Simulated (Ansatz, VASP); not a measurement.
**One calculation of Al3Cu, two programs**

The input POSCAR:

```
Al3Cu
1.0
    2.7945842203      0.0000000000      0.0000000000
    0.0000000000      2.7529775073      0.0000000000
    0.0000000000      0.0000000000      7.5918631133
Al Cu
3 1
Direct
    0.0000000000      0.0000000000      0.5000000000
    0.5000000000      0.5000000000      0.2226430006
    0.5000000000      0.5000000000      0.7773569994
    0.0000000000      0.0000000000      0.0000000000
```

File INCAR.step1:

```
SYSTEM = Al3Cu
PREC = Accurate
ENCUT = 520
ISMEAR = 0
SIGMA = 0.15
LREAL = .False.
LASPH = .True.
NELM = 60
NBANDS = 18
GGA = PE
ALGO = Normal
EDIFF = 1E-4
LWAVE = .True.
LCHARG = .False.
```

File INCAR.step2:

```
SYSTEM = Al3Cu
PREC = Accurate
ENCUT = 520
EDIFF = 1E-6
ISMEAR = 0
SIGMA = 0.15
LREAL = .False.
LASPH = .True.
NELM = 60
ALGO = Normal
ISIF = 2
LWAVE = .False.
LCHARG = .True.
METAGGA = R2SCAN
LMIXTAU = .True.
LELF = .True.
LVHAR = .True.
NBANDS = 18
ISTART = 1
```

The input KPOINTS:

```
Automatic mesh
0
Gamma
  18 18 6
  0 0 0
```

Input for Ansatz:

```yaml
crystal:
  lattice:
    - [2.7945842203, 0.0, 0.0]
    - [0.0, 2.7529775073, 0.0]
    - [0.0, 0.0, 7.5918631133]
  atoms:
    - { symbol: Al, position: [0.0, 0.0, 0.5] }
    - { symbol: Al, position: [0.5, 0.5, 0.2226430006] }
    - { symbol: Al, position: [0.5, 0.5, 0.7773569994] }
    - { symbol: Cu, position: [0.0, 0.0, 0.0] }
basis:
  ecutwfc: 500
kpoints:
  mp_grid: { grid: [18, 18, 6] }
hamiltonian:
  xc: r2scan
scf:
  occupations: { method: gaussian, width: 0.15 }
output:
  forces: true
  stress: true
  eigenvalues: true
```

Change from the starting cell: strain +0.0075 x Voigt [1, -1, 0, 0, 0, 0], atoms carried along.

Alike in both runs: task single point; functional r2SCAN; k mesh 18 × 18 × 6; occupations gaussian, width 0.15 eV; no spin polarisation.

```csv
,VASP,Ansatz
version,VASP 6.6.1,Ansatz 0.2.0
potentials or method,"VASP PAW PBE potentials, release 64 (Al, Cu), cutoff 520 eV","scalar-relativistic, plane waves, PAW"
valence electrons in the cell,20,28
```

```tsv
	VASP	Ansatz	Ansatz less VASP
gap on the k mesh at the Fermi level (eV)	none	none	-
pressure (GPa)	-0.2	0.0	+0.20
traceless stress, the component that is largest in VASP (GPa)	1.35	1.36	+0.009
rms of the force components (eV/Å)	0.022	0.015	-0.0073
```

VASP's potentials were made for PBE, not for r2SCAN. Atom by atom the forces differ by 0.007 eV/Å (rms over components). A gap of «none» marks a metal or a gap that the smearing closes. VASP's potentials hold 20 valence electrons a cell and Ansatz's 28, so a difference there can come from the potentials and not from the codes.
